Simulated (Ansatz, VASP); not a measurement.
## Two plane-wave programs on MnRh2

```
Mn Rh
1.0
     0.00000    3.59928    3.59928
     3.59928    0.00000    3.59928
     3.59928    3.59928    0.00000
Mn Rh
2 4
Direct
  0.00000 0.00000 0.00000
  0.25000 0.25000 0.25000
  0.62500 0.62500 0.62500
  0.12500 0.62500 0.62500
  0.62500 0.62500 0.12500
  0.62500 0.12500 0.62500
```

Alike in both runs: functional PBE; k mesh 4 × 4 × 4; occupations gaussian, width 0.1 eV; collinear spin.

Ansatz relaxed the structure, and its values are those at the end. VASP's run is a single point on that final structure, the one shown.

```csv
,VASP,Ansatz
version,VASP 6.6.1,Ansatz 0.2.0
potentials or method,"VASP PAW PBE potentials, release 64 (Mn_pv, Rh_pv), cutoff 520 eV","scalar-relativistic, plane waves, PAW"
valence electrons in the cell,86,98
```

```csv
,VASP,Ansatz,Ansatz less VASP
gap on the k mesh at the Fermi level (eV),none,none,-
pressure (GPa),0.3,0.3,-0.01
net moment per atom (μB),1.50,1.50,-0.001
size of the moment on the site where the two differ most (μB),4.00,4.09,+0.093
```

Site moments also hang on the region over which each program counts them. A gap of «none» marks a metal or a gap that the smearing closes. VASP's potentials hold 86 valence electrons a cell and Ansatz's 98, so a difference there can come from the potentials and not from the codes.

The k mesh is coarse, so the values compare programs but aren't converged.
